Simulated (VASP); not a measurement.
Here is a VASP 6.6.1 calculation.

Contents of INCAR:

```
  ALGO = Normal
  EDIFF = 1E-6
  ENCUT = 750
  GGA = PS
  GGA_COMPAT = F
  ISIF = 2
  ISMEAR = 0
  LASPH = T
  LCHARG = F
  LREAL = F
  LWAVE = F
  NBANDS = 13
  NELM = 120
  PREC = Accurate
  SIGMA = 0.01
```

File KPOINTS:

```
k-points
0
Gamma
  8 8 8
```

File POSCAR:

```
Li2O
1.0
    2.2899337542      2.2899337542      0.0000000000
   -2.2899337542      2.2899337542      0.0000000000
    0.0000000000      2.2899337542      2.2899337542
Li O
2 1
Direct
    0.2500000000      0.7500000000      0.5000000000
    0.7500000000      0.2500000000      0.5000000000
    0.0000000000      0.0000000000      0.0000000000
```

Potentials or basis: VASP PAW PBE potentials, release 64 (Li_sv, O).

Run with:

```console
$ cat potpaw_PBE.64/Li_sv/POTCAR potpaw_PBE.64/O/POTCAR > POTCAR
$ mpirun -np 1 vasp_std > vasp.out
```

Question: Estimate the band gap on the k mesh.

Answer: 4.87 eV (least direct gap 5.35 eV).

Question: Estimate the pressure.

Answer: 0.1 GPa.

Caveat: the PAW data sets were made with another functional, which shifts forces and pressure a little. A k mesh can miss the band edges.
